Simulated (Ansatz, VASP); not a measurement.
Si4Se in VASP and in Ansatz

```
Si Se
1.0
     3.60124    0.00000    0.00000
    -1.80062    3.11877    0.00000
     0.00000    0.00000    7.79042
Si Se
4 1
Cartesian
  0.0000 2.0792 6.0252
  0.0000 2.0792 3.1260
  1.8006 1.0396 1.7652
  1.8006 1.0396 4.6644
  0.0000 0.0000 0.0000
```

Change from the starting cell: species swapped into the Co4H type (P-3m1, No. 164).

Alike in both runs: functional PBE; k mesh 12 × 12 × 6; occupations gaussian, width 0.1 eV; no spin polarisation.

Ansatz relaxed the structure, and its values are those at the end. VASP's run is a single point on that final structure, the one shown.

|  | VASP | Ansatz |
| --- | --- | --- |
| version | VASP 6.6.1 | Ansatz 0.2.0 |
| potentials or method | VASP PAW PBE potentials, release 64 (Si, Se), cutoff 520 eV | scalar-relativistic, plane waves, PAW |
| valence electrons in the cell | 22 | 32 |

```csv
,VASP,Ansatz,Ansatz less VASP
gap on the k mesh at the Fermi level (eV),none,none,-
pressure (GPa),0.0,0.0,+0.01
```

A gap of «none» marks a metal or a gap that the smearing closes. VASP's potentials hold 22 valence electrons a cell and Ansatz's 32, so a difference there can come from the potentials and not from the codes.
